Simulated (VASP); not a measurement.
# RbTlS in VASP: a series of runs

Runs on RbTlS. Level: PBE. Tasks: single point.

Program: VASP 6.6.1. These are calculated values, not measurements. Logs are shortened: lines on timing, memory, paths and dates and some standing lists are left out, and cuts for length are marked.

### 1 The cell of the first run

The structure is tetragonal, space group P4/mmm (No. 123). The conventional cell has a = 4.490 Å, b = 4.490 Å, c = 6.197 Å, α = 90.00°, β = 90.00°, γ = 90.00°. Rb (site symmetry 4/mmm) has 2 S at 3.10 Å within 4.1 Å. Within 4.2 Å of Tl (site symmetry 4/mmm) lie 4 S at 3.18 Å. Within 4.1 Å of S (site symmetry 4/mmm) lie 2 Rb at 3.10 Å and 4 Tl at 3.18 Å.

The cell was built from a structure type or drawn by symmetry, and may not be a known phase.

### 2 Single point, PBE

The input, INCAR:

```
ALGO     = Normal         # electronic algorithm
EDIFF    = 1E-6           # SCF threshold, eV
ENCUT    = 500            # plane-wave cutoff, eV
GGA      = PE             # functional
GGA_COMPAT= False        
ISIF     = 2              # what is computed and relaxed
ISMEAR   = 0              # smearing method
LASPH    = True           # aspherical terms in the spheres
LCHARG   = False          # write CHGCAR
LREAL    = False          # projectors in reciprocal space
LWAVE    = False          # write WAVECAR
NBANDS   = 21             # bands
NELM     = 120            # most SCF steps
PREC     = Accurate       # precision mode
SIGMA    = 0.15           # smearing width, eV
```

The input, KPOINTS:

```
k-points
0
Gamma
  3 3 2
```

The input, POSCAR:

```
RbTlS
1.0
    4.4902224173      0.0000000000      0.0000000000
    0.0000000000      4.4902224173      0.0000000000
    0.0000000000      0.0000000000      6.1969639043
Rb Tl S
1 1 1
Direct
    0.5000000000      0.5000000000      0.5000000000
    0.0000000000      0.0000000000      0.0000000000
    0.5000000000      0.5000000000      0.0000000000
```

Potentials or basis: VASP PAW PBE potentials, release 64 (Rb_sv, Tl_d, S).

Started as:

```bash
> cat potpaw_PBE.64/Rb_sv/POTCAR potpaw_PBE.64/Tl_d/POTCAR potpaw_PBE.64/S/POTCAR > POTCAR
> mpirun -np 1 vasp_std > vasp.out
```

OUTCAR:

```text
EDIFF = 1E-6
   ENCUT = 500
   GGA = PE
   ISIF = 2
   ISMEAR = 0
   LASPH = True
   LREAL = False
   NELM = 120
   PREC = Accurate

 ion  position               nearest neighbor table
   1  0.500  0.500  0.500-   3 3.10   3 3.10   2 4.44   2 4.44   2 4.44   2 4.44   2 4.44   2 4.44
                             2 4.44   2 4.44
   2  0.000  0.000  0.000-   3 3.18   3 3.18   3 3.18   3 3.18   1 4.44   1 4.44   1 4.44   1 4.44
                             1 4.44   1 4.44   1 4.44   1 4.44
   3  0.500  0.500  0.000-   1 3.10   1 3.10   2 3.18   2 3.18   2 3.18   2 3.18

  LATTYP: Found a simple tetragonal cell.
 ALAT       =     4.4902224173
 C/A-ratio  =     1.3801017697

  Lattice vectors:

 A1 = (   4.4902224173,   0.0000000000,   0.0000000000)
 A2 = (   0.0000000000,   4.4902224173,   0.0000000000)
 A3 = (   0.0000000000,   0.0000000000,   6.1969639043)

Analysis of symmetry for initial positions (statically):
=====================================================================
 Subroutine PRICEL returns:
 Original cell was already a primitive cell.

 Routine SETGRP: Setting up the symmetry group for a
 simple tetragonal supercell.

 Subroutine GETGRP returns: Found 16 space group operations
 (whereof 16 operations were pure point group operations)
 out of a pool of 16 trial point group operations.

The static configuration has the point symmetry D_4h.

Analysis of symmetry for dynamics (positions and initial velocities):
=====================================================================
 Subroutine PRICEL returns:
 Original cell was already a primitive cell.

 Routine SETGRP: Setting up the symmetry group for a
 simple tetragonal supercell.

 Subroutine GETGRP returns: Found 16 space group operations
 (whereof 16 operations were pure point group operations)
 out of a pool of 16 trial point group operations.

The dynamic configuration has the point symmetry D_4h.

 Subroutine INISYM returns: Found 16 space group operations
 (whereof 16 operations are pure point group operations),
 and found     1 'primitive' translations

----------------------------------------------------------------------------------------

                                     Primitive cell

  volume of cell :     124.9438

  direct lattice vectors                    reciprocal lattice vectors
     4.490222417  0.000000000  0.000000000     0.222706117  0.000000000  0.000000000
     0.000000000  4.490222417  0.000000000     0.000000000  0.222706117  0.000000000
     0.000000000  0.000000000  6.196963904     0.000000000  0.000000000  0.161369344

  length of vectors
     4.490222417  4.490222417  6.196963904     0.222706117  0.222706117  0.161369344

  position of ions in fractional coordinates (direct lattice)
     0.500000000  0.500000000  0.500000000
     0.000000000  0.000000000  0.000000000
     0.500000000  0.500000000  0.000000000

  ion indices of the primitive-cell ions
   primitive index   ion index
                 1           1
                 2           2
                 3           3

----------------------------------------------------------------------------------------

 KPOINTS: k-points

Automatic generation of k-mesh.
 Grid dimensions read from file:
 generate k-points for:    3    3    2

 Generating k-lattice:

  Cartesian coordinates                     Fractional coordinates (reciprocal lattice)
     0.074235372  0.000000000  0.000000000     0.333333333  0.000000000  0.000000000
     0.000000000  0.074235372  0.000000000     0.000000000  0.333333333  0.000000000
     0.000000000  0.000000000  0.080684672     0.000000000  0.000000000  0.500000000

  Length of vectors
     0.074235372  0.074235372  0.080684672

  Shift w.r.t. Gamma in fractional coordinates (k-lattice)
     0.000000000  0.000000000  0.000000000

 Subroutine IBZKPT returns following result:
 ===========================================

 Found      6 irreducible k-points:

 Following reciprocal coordinates:
            Coordinates               Weight
  0.000000  0.000000  0.000000      1.000000
  0.333333  0.000000  0.000000      4.000000
  0.333333  0.333333  0.000000      4.000000
  0.000000  0.000000  0.500000      1.000000
  0.333333  0.000000  0.500000      4.000000
  0.333333  0.333333  0.500000      4.000000
   k-points           NKPTS =      6   k-points in BZ     NKDIM =      6   number of bands    NBANDS=     21
   number of dos      NEDOS =    301   number of ions     NIONS =      3
   total plane-waves  NPLWV =  62208
   dimension x,y,z NGX =    36 NGY =   36 NGZ =   48
   dimension x,y,z NGXF=    72 NGYF=   72 NGZF=   96
   ions per type =               1   1   1
   NGX,Y,Z   is equivalent  to a cutoff of  13.33, 13.33, 12.88 a.u.
   NGXF,Y,Z  is equivalent  to a cutoff of  26.66, 26.66, 25.75 a.u.
 SYSTEM =  unknown system
   PREC   = accura    normal or accurate (medium, high low for compatibility)
   ISTART =      0    job   : 0-new  1-cont  2-samecut
   ICHARG =      2    charge: 1-file 2-atom 10-const
   ISPIN  =      1    spin polarized calculation?
   LNONCOLLINEAR =      F non collinear calculations
   LSORBIT =      F    spin-orbit coupling
   LASPH  =      T    aspherical Exc in radial PAW
   ENCUT  =  500.0 eV  36.75 Ry    6.06 a.u.   8.19  8.19 11.30*2*pi/ulx,y,z
   NELM   =    120;   NELMIN=  2; NELMDL= -5     # of ELM steps
   EDIFF  = 0.1E-05   stopping-criterion for ELM
   LREAL  =      F    real-space projection
   EDIFFG = 0.1E-04   stopping-criterion for IOM
   NSW    =      0    number of steps for IOM
   IBRION =     -1    ionic relax: 0-MD 1-quasi-New 2-CG
   NFREE  =      0    steps in history (QN), initial steepest desc. (CG)
   ISIF   =      2    stress and relaxation
   ISYM   =      2    0-nonsym 1-usesym 2-fastsym
   POTIM  = 0.5000    time-step for ionic-motion
   TEBEG  =    0.0;   TEEND  =   0.0 temperature during run
   PSTRESS=    0.0 pullay stress
   NELECT =      28.0000    total number of electrons
   NUPDOWN=      -1.0000    fix difference up-down
   EMIN   =  10.00;   EMAX   =-10.00  energy-range for DOS
   EFERMI =   0.00;   METHOD = LEGACY
   ISMEAR =     0;   SIGMA  =   0.15  broadening in eV -4-tet -1-fermi 0-gaus
   EFERMI_NEDOS =   21; number of points for ismear=-14 and -15
   IALGO  =     38    algorithm
   IMIX   =      4    mixing-type and parameters
     AMIX     =   0.40;   BMIX     =  1.00
     AMIX_MAG =   1.60;   BMIX_MAG =  1.00
  volume/ion in A,a.u.               =      41.65       281.05
  Fermi-wavevector in a.u.,A,eV,Ry     =   0.994388  1.879121 13.453547  0.988808
  Thomas-Fermi vector in A             =   2.126336
   LORBIT       =      0    0 simple, 1 ext, 2 COOP (PROOUT), +10 PAW based schemes
   GGA     = PE    functional components
   LHFCALC =     F    Hartree Fock is set to
   AEXX    =    0.0000 exact exchange contribution
   IVDW    =     0    specifies the selected vdW correction
   LEPSILON=     F    determine dielectric tensor
   LRPA    =     F    only Hartree local field effects (RPA)
 non-spin polarized calculation
 Gauss-broadening in eV      SIGMA  =   0.15
  energy-cutoff  :      500.00
  volume of cell :      124.94
 maximum number of plane-waves:      3194
 NGX is ok and might be reduce to    36
   NGX = 17   NGY = 17   NGZ = 23

 number of electron      28.0000000 magnetization

 Free energy of the ion-electron system (eV)
  ---------------------------------------------------
  ext. energy  EPLUGINS =         0.00000000
  ---------------------------------------------------
  free energy    TOTEN  =        -8.42866198 eV

  energy without entropy =       -8.42261602  energy(sigma->0) =       -8.42563900

 E-fermi :   1.9007     XC(G=0):  -7.2785

 val. band max:        1.6966459796   @ k =   0.3333   0.0000   0.5000
 cond. band min:       2.0256226063   @ k =   0.0000   0.0000   0.5000
 fundamental gap:      0.3289766267
 Fermi energy:         1.9006743544

 k-point     1 :       0.0000    0.0000    0.0000
  band No.  band energies     occupation
      1     -26.1077      2.00000
      2     -10.2829      2.00000
      3     -10.2829      2.00000
      4     -10.0697      2.00000
      5      -9.5343      2.00000
      6      -9.0416      2.00000
[... 13 lines left out ...]
     20       7.5691      0.00000
     21       7.5691      0.00000

 k-point     2 :       0.3333    0.0000    0.0000
  band No.  band energies     occupation
      1     -26.1027      2.00000
      2     -10.4062      2.00000
      3     -10.2729      2.00000
      4     -10.0600      2.00000
      5      -9.2870      2.00000
      6      -9.0485      2.00000
[... 13 lines left out ...]
     20       7.6157      0.00000
     21       7.7986      0.00000

 k-point     3 :       0.3333    0.3333    0.0000
  band No.  band energies     occupation
      1     -26.0977      2.00000
      2     -10.3916      2.00000
      3     -10.3864      2.00000
      4     -10.0427      2.00000
      5      -9.4155      2.00000
      6      -9.1217      2.00000
[... 13 lines left out ...]
     20       7.0488      0.00000
     21       7.3818      0.00000

 k-point     4 :       0.0000    0.0000    0.5000
  band No.  band energies     occupation
      1     -26.1074      2.00000
      2     -10.4799      2.00000
      3     -10.2832      2.00000
      4     -10.2832      2.00000
      5      -9.2735      2.00000
      6      -9.0396      2.00000
[... 13 lines left out ...]
     20       7.6684      0.00000
     21       8.0202      0.00000

 k-point     5 :       0.3333    0.0000    0.5000
  band No.  band energies     occupation
      1     -26.1024      2.00000
      2     -10.4073      2.00000
      3     -10.4019      2.00000
      4     -10.2715      2.00000
      5      -9.1748      2.00000
      6      -9.0572      2.00000
[... 13 lines left out ...]
     20       7.1554      0.00000
     21       7.3436      0.00000

 k-point     6 :       0.3333    0.3333    0.5000
  band No.  band energies     occupation
      1     -26.0974      2.00000
      2     -10.4017      2.00000
      3     -10.3893      2.00000
      4     -10.3872      2.00000
      5      -9.1504      2.00000
      6      -9.0635      2.00000
[... 13 lines left out ...]
     20       7.5168      0.00000
     21       7.6673      0.00000

------------------------ aborting loop because EDIFF is reached ----------------------------------------

  FORCE on cell =-STRESS in cart. coord.  units (eV):
  Direction    XX          YY          ZZ          XY          YZ          ZX
  --------------------------------------------------------------------------------------
  -------------------------------------------------------------------------------------
  Total       -0.0384704     -0.0384704      0.5392587      0.0000000      0.0000000      0.0000000
  in kB       -0.4933129     -0.4933129      6.9150146      0.0000000      0.0000000      0.0000000
  external PRESSURE =       1.9761296 kB  Pullay stress =       0.0000000 kB

 VOLUME and BASIS-vectors are now :
 -----------------------------------------------------------------------------
  energy-cutoff  :      500.00
  volume of cell :      124.94
      direct lattice vectors                 reciprocal lattice vectors
     4.490222417  0.000000000  0.000000000     0.222706117  0.000000000  0.000000000
     0.000000000  4.490222417  0.000000000     0.000000000  0.222706117  0.000000000
     0.000000000  0.000000000  6.196963904     0.000000000  0.000000000  0.161369344

 POSITION                                       TOTAL-FORCE (eV/Angst)
 -----------------------------------------------------------------------------------
      2.24511      2.24511      3.09848         0.000000      0.000000      0.000000
      0.00000      0.00000      0.00000         0.000000      0.000000      0.000000
      2.24511      2.24511      0.00000         0.000000      0.000000      0.000000
 -----------------------------------------------------------------------------------
    total drift:                                0.000000      0.000000     -0.000000

  FREE ENERGIE OF THE ION-ELECTRON SYSTEM (eV)
  ---------------------------------------------------
  free  energy   TOTEN  =        -8.4286619803 eV

  energy  without entropy=       -8.4226160206  energy(sigma->0) =       -8.42563900
```

Wall time 11 s (1 thread of Intel Xeon 6975P-C (Granite Rapids), shared host); peak memory 0.24 GiB.

What came out:

| Property | Result |
| --- | --- |
| Free energy | -8.4287 eV |
| Pressure | 0.2 GPa |
| Band gap on the k mesh | 0.33 eV (least direct gap 0.52 eV) |

Stress tensor (GPa, compression positive):
```
-0.05  0.00  0.00
 0.00 -0.05  0.00
 0.00  0.00  0.69
```

Caveat: the k points lie up to 0.51 Å⁻¹ apart; spin-orbit coupling is left out, which moves the levels of the heavy elements; an odd mesh through Γ misses points on the zone boundary, where band edges can lie.

### 3 Single point, PBE

This run uses another cell than the first one, of 50.95 Å³/atom.

The input, INCAR:

```
PREC = Accurate
ENCUT = 500
EDIFF = 1E-6
ISMEAR = 0
SIGMA = 0.15
LREAL = F
LASPH = T
NELM = 120
ALGO = Normal
ISIF = 2
LWAVE = F
LCHARG = F
GGA = PE
NBANDS = 21
GGA_COMPAT = F
```

The input, KPOINTS:

```
regular mesh
0
Gamma
  3 3 3
```

The input, POSCAR:

```
RbTlS
1.0
    3.7078359732     -3.7610500075      0.0000000000
    3.7078359732      3.7610500075      0.0000000000
    0.0000000000      0.0000000000      5.4799418509
Rb Tl S
1 1 1
Direct
    0.0000000000      0.0000000000      0.5000000000
    0.5000000000      0.5000000000      0.5000000000
    0.5000000000      0.5000000000      0.0000000000
```

Potentials or basis: VASP PAW PBE potentials, release 64 (Rb_sv, Tl_d, S).

Started as:

```bash
> cat potpaw_PBE.64/Rb_sv/POTCAR potpaw_PBE.64/Tl_d/POTCAR potpaw_PBE.64/S/POTCAR > POTCAR
> mpirun -np 1 vasp_std > vasp.out
```

OUTCAR:

```text
PREC = Accurate
   ENCUT = 500
   EDIFF = 1E-6
   ISMEAR = 0
   LREAL = F
   LASPH = T
   NELM = 120
   ISIF = 2
   GGA = PE

 ion  position               nearest neighbor table
   1  0.000  0.000  0.500-   2 3.71   2 3.71   2 3.76   2 3.76
   2  0.500  0.500  0.500-   3 2.74   3 2.74   1 3.71   1 3.71   1 3.76   1 3.76
   3  0.500  0.500  0.000-   2 2.74   2 2.74

  LATTYP: Found a base centered orthorhombic cell.
 ALAT       =     7.4156719464
 B/A-ratio  =     1.0143517768
 C/A-ratio  =     0.7389676742

  Lattice vectors:

 A1 = (   3.7078359732,  -3.7610500075,   0.0000000000)
 A2 = (   3.7078359732,   3.7610500075,   0.0000000000)
 A3 = (   0.0000000000,   0.0000000000,   5.4799418509)

Analysis of symmetry for initial positions (statically):
=====================================================================
 Subroutine PRICEL returns:
 Original cell was already a primitive cell.

 Routine SETGRP: Setting up the symmetry group for a
 base centered orthorhombic supercell.

 Subroutine GETGRP returns: Found  8 space group operations
[... 147 lines left out ...]
  free energy    TOTEN  =        -7.48480368 eV

  energy without entropy =       -7.47228966  energy(sigma->0) =       -7.47854667

 E-fermi :   0.9835     XC(G=0):  -6.5167

 val. band max:        0.8027735274   @ k =   0.3333   0.3333   0.3333
 cond. band min:       1.1619040040   @ k =   0.3333   0.0000   0.3333
 fundamental gap:      0.3591304766
 Fermi energy:         0.9834648057

 k-point     1 :       0.0000    0.0000    0.0000
  band No.  band energies     occupation
      1     -27.7269      2.00000
      2     -11.8261      2.00000
      3     -11.8209      2.00000
      4     -11.7401      2.00000
      5     -11.2817      2.00000
      6     -10.7908      2.00000
[... 181 lines left out ...]
     20       6.1005      0.00000
     21       6.5753      0.00000

------------------------ aborting loop because EDIFF is reached ----------------------------------------

  FORCE on cell =-STRESS in cart. coord.  units (eV):
  Direction    XX          YY          ZZ          XY          YZ          ZX
  --------------------------------------------------------------------------------------
  -------------------------------------------------------------------------------------
  Total        0.3265651      0.1983374      0.1422027      0.0000000      0.0000000      0.0000000
  in kB        3.4232990      2.0791206      1.4906744      0.0000000      0.0000000      0.0000000
  external PRESSURE =       2.3310313 kB  Pullay stress =       0.0000000 kB

 VOLUME and BASIS-vectors are now :
 -----------------------------------------------------------------------------
  energy-cutoff  :      500.00
  volume of cell :      152.84
      direct lattice vectors                 reciprocal lattice vectors
     3.707835973 -3.761050008  0.000000000     0.134849547 -0.132941598  0.000000000
     3.707835973  3.761050008  0.000000000     0.134849547  0.132941598  0.000000000
     0.000000000  0.000000000  5.479941851     0.000000000  0.000000000  0.182483688

 POSITION                                       TOTAL-FORCE (eV/Angst)
 -----------------------------------------------------------------------------------
      0.00000      0.00000      2.73997         0.000000     -0.000000      0.000000
      3.70784      0.00000      2.73997        -0.000000      0.000000      0.000000
      3.70784      0.00000      0.00000        -0.000000     -0.000000      0.000000
 -----------------------------------------------------------------------------------
    total drift:                                0.000000      0.000000     -0.000000

  FREE ENERGIE OF THE ION-ELECTRON SYSTEM (eV)
  ---------------------------------------------------
  free  energy   TOTEN  =        -7.4848036760 eV

  energy  without entropy=       -7.4722896626  energy(sigma->0) =       -7.47854667
```

Wall time 15 s (1 thread of Intel Xeon 6975P-C (Granite Rapids), shared host); peak memory 0.24 GiB.

Results:

- Free energy: -7.4848 eV
- Pressure: 0.2 GPa
- Band gap on the k mesh: 0.36 eV (least direct gap 0.47 eV)

Stress tensor (GPa, compression positive):
```
0.34 0.00 0.00
0.00 0.21 0.00
0.00 0.00 0.15
```

Caveat: spin-orbit coupling is left out, which moves the levels of the heavy elements; an odd mesh through Γ misses points on the zone boundary, where band edges can lie.
